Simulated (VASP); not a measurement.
# GePt (Pnma) in VASP: single point with PBEsol

Aim: the single point of GePt with PBEsol.

Everything below comes from runs of VASP 6.6.1. Logs are shortened: lines on timing, memory, paths and dates and some standing lists are left out, and cuts for length are marked.

## Step 1: The cell of the first run

It takes space group Pnma (No. 62, orthorhombic). Conventional cell: a = 5.740 Å, b = 3.701 Å, c = 6.092 Å, α = 90.00°, β = 90.00°, γ = 90.00°. Within 3.3 Å of Ge (site symmetry m) lie 6 Pt at 2.49 to 2.66 Å and 2 Ge at 3.01 Å. Within 3.3 Å of Pt (site symmetry m) lie 6 Ge at 2.49 to 2.66 Å and 4 Pt at 2.96 to 2.97 Å.

## Step 2: Single point, PBEsol

File INCAR:

```
  PREC = Accurate
  ENCUT = 520
  EDIFF = 1E-7
  ISMEAR = 0
  SIGMA = 0.1
  LREAL = F
  LASPH = T
  NELM = 60
  ALGO = Normal
  ISIF = 2
  LWAVE = F
  LCHARG = F
  GGA = PS
  NBANDS = 58
```

File KPOINTS:

```
Automatic mesh
0
Gamma
  6 10 6
```

File POSCAR:

```
GePt
1.0
    5.7402405026      0.0000000000      0.0000000000
    0.0000000000      3.7008324581      0.0000000000
    0.0000000000      0.0000000000      6.0922969435
Ge Pt
4 4
Direct
    0.1848719546      0.2500000000      0.5880441082
    0.3151280454      0.7500000000      0.0880441082
    0.6848719546      0.2500000000      0.9119558918
    0.8151280454      0.7500000000      0.4119558918
    1.0007770289      0.2500000000      0.1911575407
    0.4992229711      0.7500000000      0.6911575407
    0.5007770289      0.2500000000      0.3088424593
   -0.0007770289      0.7500000000      0.8088424593
```

Potentials or basis: VASP PAW PBE potentials, release 64 (Ge_d, Pt).

Run with:

```bash
$ cat potpaw_PBE.64/Ge_d/POTCAR potpaw_PBE.64/Pt/POTCAR > POTCAR
$ mpirun -np 1 vasp_std > vasp.out
```

OUTCAR:

```text
PREC = Accurate
   ENCUT = 520
   EDIFF = 1E-7
   ISMEAR = 0
   LREAL = F
   LASPH = T
   NELM = 60
   ISIF = 2
   GGA = PS

 ion  position               nearest neighbor table
   1  0.185  0.250  0.588-   7 2.49   8 2.52   8 2.52   5 2.64   6 2.66   6 2.66
   2  0.315  0.750  0.088-   8 2.49   7 2.52   7 2.52   6 2.64   5 2.66   5 2.66
   3  0.685  0.250  0.912-   5 2.49   6 2.52   6 2.52   7 2.64   8 2.66   8 2.66
   4  0.815  0.750  0.412-   6 2.49   5 2.52   5 2.52   8 2.64   7 2.66   7 2.66
   5  0.001  0.250  0.191-   3 2.49   4 2.52   4 2.52   1 2.64   2 2.66   2 2.66   7 2.96   7 2.96
                             8 2.97   8 2.97
   6  0.499  0.750  0.691-   4 2.49   3 2.52   3 2.52   2 2.64   1 2.66   1 2.66   8 2.96   8 2.96
                             7 2.97   7 2.97
   7  0.501  0.250  0.309-   1 2.49   2 2.52   2 2.52   3 2.64   4 2.66   4 2.66   5 2.96   5 2.96
                             6 2.97   6 2.97
   8  0.999  0.750  0.809-   2 2.49   1 2.52   1 2.52   4 2.64   3 2.66   3 2.66   6 2.96   6 2.96
                             5 2.97   5 2.97

  LATTYP: Found a simple orthorhombic cell.
 ALAT       =     3.7008324581
 B/A-ratio  =     1.5510673795
 C/A-ratio  =     1.6461963659

  Lattice vectors:

 A1 = (   0.0000000000,  -3.7008324581,   0.0000000000)
 A2 = (   5.7402405026,   0.0000000000,   0.0000000000)
 A3 = (   0.0000000000,   0.0000000000,   6.0922969435)

Analysis of symmetry for initial positions (statically):
=====================================================================
 Subroutine PRICEL returns:
 Original cell was already a primitive cell.

 Routine SETGRP: Setting up the symmetry group for a
 simple orthorhombic supercell.

 Subroutine GETGRP returns: Found  8 space group operations
 (whereof  2 operations were pure point group operations)
 out of a pool of  8 trial point group operations.

The static configuration has the point symmetry S_2 .
 The point group associated with its full space group is D_2h.

Analysis of symmetry for dynamics (positions and initial velocities):
=====================================================================
 Subroutine PRICEL returns:
 Original cell was already a primitive cell.

 Routine SETGRP: Setting up the symmetry group for a
 simple orthorhombic supercell.

 Subroutine GETGRP returns: Found  8 space group operations
 (whereof  2 operations were pure point group operations)
 out of a pool of  8 trial point group operations.

The dynamic configuration has the point symmetry S_2 .
 The point group associated with its full space group is D_2h.

[... 112 lines left out ...]
   EDIFFG = 0.1E-05   stopping-criterion for IOM
   NSW    =      0    number of steps for IOM
   IBRION =     -1    ionic relax: 0-MD 1-quasi-New 2-CG
   NFREE  =      0    steps in history (QN), initial steepest desc. (CG)
   ISIF   =      2    stress and relaxation
   ISYM   =      2    0-nonsym 1-usesym 2-fastsym
   POTIM  = 0.5000    time-step for ionic-motion
   TEBEG  =    0.0;   TEEND  =   0.0 temperature during run
   PSTRESS=    0.0 pullay stress
   NELECT =      96.0000    total number of electrons
   NUPDOWN=      -1.0000    fix difference up-down
   EMIN   =  10.00;   EMAX   =-10.00  energy-range for DOS
   EFERMI =   0.00;   METHOD = LEGACY
   ISMEAR =     0;   SIGMA  =   0.10  broadening in eV -4-tet -1-fermi 0-gaus
   EFERMI_NEDOS =   21; number of points for ismear=-14 and -15
   IALGO  =     38    algorithm
   IMIX   =      4    mixing-type and parameters
     AMIX     =   0.40;   BMIX     =  1.00
     AMIX_MAG =   1.60;   BMIX_MAG =  1.00
  volume/ion in A,a.u.               =      16.18       109.17
  Fermi-wavevector in a.u.,A,eV,Ry     =   1.481932  2.800446 29.880075  2.196124
  Thomas-Fermi vector in A             =   2.595781
   LORBIT       =      0    0 simple, 1 ext, 2 COOP (PROOUT), +10 PAW based schemes
   GGA     = PS    functional components
   LHFCALC =     F    Hartree Fock is set to
   AEXX    =    0.0000 exact exchange contribution
   IVDW    =     0    specifies the selected vdW correction
   LEPSILON=     F    determine dielectric tensor
   LRPA    =     F    only Hartree local field effects (RPA)
 non-spin polarized calculation
 Gauss-broadening in eV      SIGMA  =   0.10
  energy-cutoff  :      520.00
  volume of cell :      129.42
 maximum number of plane-waves:      3522
 NGX is ok and might be reduce to    48
   NGX = 21   NGY = 13   NGZ = 23

 number of electron      96.0000038 magnetization

 Free energy of the ion-electron system (eV)
  ---------------------------------------------------
  ext. energy  EPLUGINS =         0.00000000
  ---------------------------------------------------
  free energy    TOTEN  =       -51.64126508 eV

  energy without entropy =      -51.63003256  energy(sigma->0) =      -51.63564882

 E-fermi :   9.6136     XC(G=0): -12.6069

 val. band max:        9.6134272257   @ k =   0.0000   0.0000   0.3333
 cond. band min:       9.6442495797   @ k =   0.1667   0.5000   0.1667
 fundamental gap:      0.0308223540
 Fermi energy:         9.6135907952

 k-point     1 :       0.0000    0.0000    0.0000
  band No.  band energies     occupation
      1     -15.5070      2.00000
      2     -15.4992      2.00000
      3     -15.4972      2.00000
      4     -15.4941      2.00000
      5     -15.4821      2.00000
      6     -15.4681      2.00000
[... 1453 lines left out ...]
     57      15.9535      0.00000
     58      15.9535      0.00000

 [... further k-points ...]
[... 5 lines left out ...]
  --------------------------------------------------------------------------------------
  -------------------------------------------------------------------------------------
  Total        0.0078791     -0.0061288     -0.0175756      0.0000000      0.0000000      0.0000000
  in kB        0.0975385     -0.0758706     -0.2175761      0.0000000      0.0000000      0.0000000
  external PRESSURE =      -0.0653027 kB  Pullay stress =       0.0000000 kB

 VOLUME and BASIS-vectors are now :
 -----------------------------------------------------------------------------
  energy-cutoff  :      520.00
  volume of cell :      129.42
      direct lattice vectors                 reciprocal lattice vectors
     5.740240503  0.000000000  0.000000000     0.174208729  0.000000000  0.000000000
     0.000000000  3.700832458  0.000000000     0.000000000  0.270209476  0.000000000
     0.000000000  0.000000000  6.092296944     0.000000000  0.000000000  0.164141704

 POSITION                                       TOTAL-FORCE (eV/Angst)
 -----------------------------------------------------------------------------------
      1.06121      0.92521      3.58254        -0.001460     -0.000000      0.003437
      1.80891      2.77562      0.53639         0.001460      0.000000      0.003437
      3.93133      0.92521      5.55591        -0.001460     -0.000000     -0.003437
      4.67903      2.77562      2.50976         0.001460     -0.000000     -0.003437
      0.00446      0.92521      1.16459         0.000817      0.000000      0.001618
      2.86566      2.77562      4.21074        -0.000817     -0.000000      0.001618
      2.87458      0.92521      1.88156         0.000817     -0.000000     -0.001618
      5.73578      2.77562      4.92771        -0.000817     -0.000000     -0.001618
 -----------------------------------------------------------------------------------
    total drift:                               -0.000000      0.000000     -0.000000

  FREE ENERGIE OF THE ION-ELECTRON SYSTEM (eV)
  ---------------------------------------------------
  free  energy   TOTEN  =       -51.6412650839 eV

  energy  without entropy=      -51.6300325588  energy(sigma->0) =      -51.63564882
```

It took 20 min on 1 thread of Intel Xeon 8259CL, shared host; peak memory 0.63 GiB.

Results:

```
Free energy            : -51.6413 eV
Pressure               : 0.0 GPa
Largest force          : 0.004 eV/Å
Band gap on the k mesh : zero (bands 48 and 49 overlap by 1.37 eV)
```

Forces on the atoms (eV/Å):
```
Ge  -0.001  0.000  0.003
Ge   0.001  0.000  0.003
Ge  -0.001  0.000 -0.003
Ge   0.001  0.000 -0.003
Pt   0.001  0.000  0.002
Pt  -0.001  0.000  0.002
Pt   0.001  0.000 -0.002
Pt  -0.001  0.000 -0.002
```

Levels at points of the mesh, in eV from the Fermi level:
| k point | band 46 | band 47 | band 48 | band 49 | band 50 | band 51 |
| --- | --- | --- | --- | --- | --- | --- |
| (0.00, 0.00, 0.00) | -1.52 | -1.44 | -1.00 | 0.61 | 0.90 | 3.00 |
| (0.50, 0.00, 0.00) | -2.49 | -0.02 | -0.02 | 1.27 | 1.27 | 2.24 |
| (0.00, 0.50, 0.00) | -2.57 | -1.64 | -1.64 | -0.17 | -0.17 | 2.02 |
| (0.50, 0.50, 0.00) | -1.93 | -1.93 | -1.93 | 0.62 | 0.62 | 0.62 |
| (0.00, 0.00, 0.50) | -1.90 | -0.02 | -0.02 | 1.05 | 1.05 | 1.89 |
| (0.50, 0.00, 0.50) | -1.42 | 0.68 | 0.68 | 1.77 | 1.77 | 2.62 |
| (0.00, 0.50, 0.50) | -2.54 | -2.18 | -2.18 | 0.46 | 0.46 | 1.08 |
| (0.50, 0.50, 0.50) | -2.49 | -2.49 | -2.49 | 2.45 | 2.45 | 2.45 |

Caveat: the PAW data sets were made with another functional, which shifts forces and pressure a little; spin-orbit coupling is left out, which moves the levels of the heavy elements.

The gap in the log of VASP goes by the Fermi energy; the results here count the filled bands.